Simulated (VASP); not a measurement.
# Be (P6_3/mmc) in VASP: a series of runs, part 2 of 2

VASP 6.6.1. Earlier steps stand in the parts before.

## 3. Single point, PBE+D3(BJ)

This run uses another cell than the first one, of 7.62 Å³/atom.

The input, INCAR:

```
SYSTEM = Be
PREC = Accurate ; ENCUT = 520
EDIFF = 1E-7 ; ISMEAR = 0
SIGMA = 0.15 ; LREAL = .FALSE.
LASPH = .TRUE. ; NELM = 100
ALGO = Fast ; ISIF = 2
LWAVE = .FALSE. ; LCHARG = .FALSE.
GGA = PE ; IVDW = 12
NBANDS = 9
```

The input, KPOINTS:

```
regular mesh
0
G
  24 24 12
  0 0 0
```

The input, POSCAR:

```
Be
1.0
    2.2325744604      0.0000000000      0.0000000000
   -1.1162872302      1.9334661986      0.0000000000
    0.0000000000      0.0000000000      3.5291562651
Be
2
Direct
    0.3333333333      0.6666666667      0.2500000000
    0.6666666667      0.3333333333      0.7500000000
```

Potentials or basis: VASP PAW PBE potentials, release 64 (Be).

On the command line:

```bash
$ cat potpaw_PBE.64/Be/POTCAR > POTCAR
$ mpirun -np 1 vasp_std > vasp.out
```

OUTCAR:

```text
SYSTEM = Be
   PREC = Accurate
   ENCUT = 520
   EDIFF = 1E-7
   ISMEAR = 0
   LREAL = .FALSE.
   LASPH = .TRUE.
   NELM = 100
   ISIF = 2
   GGA = PE
   IVDW = 12
 IVDW          = 12

 ion  position               nearest neighbor table
   1  0.333  0.667  0.250-   2 2.19   2 2.19   2 2.19   2 2.19   2 2.19   2 2.19
   2  0.667  0.333  0.750-   1 2.19   1 2.19   1 2.19   1 2.19   1 2.19   1 2.19

  LATTYP: Found a hexagonal cell.
 ALAT       =     2.2325744604
 C/A-ratio  =     1.5807563545

  Lattice vectors:

 A1 = (   2.2325744604,   0.0000000000,   0.0000000000)
 A2 = (  -1.1162872302,   1.9334661986,   0.0000000000)
 A3 = (   0.0000000000,   0.0000000000,   3.5291562651)

Analysis of symmetry for initial positions (statically):
=====================================================================
 Subroutine PRICEL returns:
 Original cell was already a primitive cell.

 Routine SETGRP: Setting up the symmetry group for a
 hexagonal supercell.

 Subroutine GETGRP returns: Found 24 space group operations
 (whereof 12 operations were pure point group operations)
 out of a pool of 24 trial point group operations.

The static configuration has the point symmetry D_3d.
 The point group associated with its full space group is D_6h.

Analysis of symmetry for dynamics (positions and initial velocities):
=====================================================================
 Subroutine PRICEL returns:
 Original cell was already a primitive cell.

 Routine SETGRP: Setting up the symmetry group for a
 hexagonal supercell.

 Subroutine GETGRP returns: Found 24 space group operations
 (whereof 12 operations were pure point group operations)
 out of a pool of 24 trial point group operations.

The dynamic configuration has the point symmetry D_3d.
 The point group associated with its full space group is D_6h.

 Subroutine INISYM returns: Found 24 space group operations
 (whereof 12 operations are pure point group operations),
 and found     1 'primitive' translations

----------------------------------------------------------------------------------------
[... 121 lines left out ...]
   IVDW    =    12    specifies the selected vdW correction
   LEPSILON=     F    determine dielectric tensor
   LRPA    =     F    only Hartree local field effects (RPA)
 non-spin polarized calculation
 RMM-DIIS sequential band-by-band and
 Gauss-broadening in eV      SIGMA  =   0.15
  energy-cutoff  :      520.00
  volume of cell :       15.23
 maximum number of plane-waves:       424
 NGX is ok and might be reduce to    18
   NGX =  9   NGY =  9   NGZ = 13

 number of electron       4.0000000 magnetization

 Free energy of the ion-electron system (eV)
  ---------------------------------------------------
  ext. energy  EPLUGINS =         0.00000000
  ---------------------------------------------------
  free energy    TOTEN  =        -7.52364492 eV

  energy without entropy =       -7.52139016  energy(sigma->0) =       -7.52251754

 E-fermi :   7.3240     XC(G=0): -10.7288

 val. band max:        7.3173999485   @ k =   0.2917   0.2917   0.0833
 cond. band min:       7.3270407802   @ k =   0.2500   0.2083   0.0833
 fundamental gap:      0.0096408317
 Fermi energy:         7.3239943964

 k-point     1 :       0.0000    0.0000    0.0000
  band No.  band energies     occupation
      1      -4.2229      2.00000
      2       2.7210      2.00000
      3       8.5079      0.00000
      4      23.8869      0.00000
      5      23.8869      0.00000
      6      26.7880      0.00000
      7      26.7880      0.00000
      8      28.8114      0.00000
      9      35.1201      0.00000
[... 265 lines left out ...]
 k-point    24 :       0.4583    0.0417    0.0000
  band No.  band energies     occupation
      1       2.0925      2.00000
      2       4.3882      2.00000
      3      10.9142      0.00000
      4      14.2053      0.00000
      5      14.2427      0.00000
      6      16.0048      0.00000
      7      18.7414      0.00000
      8      24.7104      0.00000
      9      28.0017      0.00000

 [... further k-points ...]

------------------------ aborting loop because EDIFF is reached ----------------------------------------

 Edisp (eV)   -0.73817

 E8    (eV) :    -0.2558

  FORCE on cell =-STRESS in cart. coord.  units (eV):
  Direction    XX          YY          ZZ          XY          YZ          ZX
  --------------------------------------------------------------------------------------
  -------------------------------------------------------------------------------------
  Total      -0.24509    -0.24509    -0.36099     0.00000     0.00000     0.00000
  in kB     -25.77670   -25.77670   -37.96529     0.00000     0.00000     0.00000
  external pressure =      -29.84 kB  Pullay stress =        0.00 kB

 VOLUME and BASIS-vectors are now :
 -----------------------------------------------------------------------------
  energy-cutoff  :      520.00
  volume of cell :       15.23
      direct lattice vectors                 reciprocal lattice vectors
     2.232574460  0.000000000  0.000000000     0.447913392  0.258602918  0.000000000
    -1.116287230  1.933466199  0.000000000     0.000000000  0.517205835  0.000000000
     0.000000000  0.000000000  3.529156265     0.000000000  0.000000000  0.283353846

 POSITION                                       TOTAL-FORCE (eV/Angst)
 -----------------------------------------------------------------------------------
     -0.00000      1.28898      0.88229         0.000000     -0.000000      0.000000
      1.11629      0.64449      2.64687        -0.000000      0.000000      0.000000
 -----------------------------------------------------------------------------------
    total drift:                                0.000000     -0.000000      0.000000

  FREE ENERGIE OF THE ION-ELECTRON SYSTEM (eV)
  ---------------------------------------------------
  free  energy   TOTEN  =        -8.2618113589 eV

  energy  without entropy=       -8.2595566057  energy(sigma->0) =       -8.26068398
```

OSZICAR:

```text
N       E                     dE             d eps       ncg     rms          rms(c)
DAV:   1    -0.259252695457E+01   -0.25925E+01   -0.18392E+03  7806   0.371E+02
DAV:   2    -0.753845215316E+01   -0.49459E+01   -0.48534E+01 11523   0.558E+01
DAV:   3    -0.759481009905E+01   -0.56358E-01   -0.55874E-01  8752   0.390E+00
DAV:   4    -0.759489127268E+01   -0.81174E-04   -0.81169E-04  9456   0.155E-01
DAV:   5    -0.759489131870E+01   -0.46012E-07   -0.46632E-07  8640   0.356E-03    0.126E+00
RMM:   6    -0.754347992611E+01    0.51411E-01   -0.62178E-03  7821   0.852E-01    0.774E-01
RMM:   7    -0.752364380700E+01    0.19836E-01   -0.74672E-03  8000   0.846E-01    0.285E-02
RMM:   8    -0.752364474172E+01   -0.93472E-06   -0.39573E-04  8584   0.182E-01    0.116E-02
RMM:   9    -0.752364716367E+01   -0.24219E-05   -0.14796E-05  9092   0.265E-02    0.387E-03
RMM:  10    -0.752364577578E+01    0.13879E-05   -0.96195E-07  8809   0.840E-03    0.201E-03
RMM:  11    -0.752364506291E+01    0.71287E-06   -0.13963E-07  8761   0.308E-03    0.615E-04
RMM:  12    -0.752364490769E+01    0.15523E-06   -0.16632E-08  7457   0.134E-03    0.666E-05
RMM:  13    -0.752364491751E+01   -0.98296E-08   -0.13118E-09  5837   0.339E-04
   1 F= -.82618114E+01 E0= -.82606840E+01  d E =-.225475E-02
```

It took 44 s on 1 thread of Intel Xeon Platinum 8488C (Sapphire Rapids), shared host; peak memory 0.17 GiB.

Results:

| Item | Value |
| --- | --- |
| Free energy | -8.2618 eV |
| Pressure | -3.0 GPa |
| Band gap on the k mesh | zero (bands 2 and 3 overlap by 2.10 eV) |
| Dispersion energy per atom | -0.369 eV |

Levels at points of the mesh, in eV from the Fermi level:
```tsv
k point	band 1	band 2	band 3	band 4	band 5	band 6	band 7
(0.00, 0.00, 0.00)	-11.55	-4.60	1.18	16.56	16.56	19.46	19.46
(0.50, 0.00, 0.00)	-5.12	-3.14	3.73	6.62	6.97	9.75	10.41
(0.00, 0.00, 0.50)	-9.36	-9.36	10.92	10.92	18.25	18.25	18.25
(0.50, 0.00, 0.50)	-3.72	-3.72	1.71	1.71	12.42	12.42	15.80
```

The gap in the log of VASP goes by the Fermi energy; the results here count the filled bands.